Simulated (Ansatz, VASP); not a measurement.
AsAu: VASP beside Ansatz

```
CELL_PARAMETERS angstrom
0.00000 2.92028 2.92028
2.92028 0.00000 2.92028
2.92028 2.92028 0.00000
ATOMIC_POSITIONS crystal
Au 0.00000 0.00000 0.00000
As 0.25000 0.25000 0.25000
```

Alike in both runs: task single point; functional PBE; k mesh 11 × 11 × 11; occupations fermi-dirac, width 0.08 eV; no spin polarisation.

```csv
,VASP,Ansatz
version,VASP 6.6.1,Ansatz 0.2.0
potentials or method,"VASP PAW PBE potentials, release 64 (Au, As), cutoff 520 eV","all-electron LAPW, non-relativistic"
```

VASP gave:

```
pressure (GPa) : -0.1
```

Task: What did Ansatz give for the same quantities?

Result: Pressure (GPa): 10.2.

One of these differences is far larger than is usual between the two programs; its cause wasn't traced. Ansatz ran all-electron here, and VASP with PAW potentials.

Neither program's run includes spin-orbit coupling.
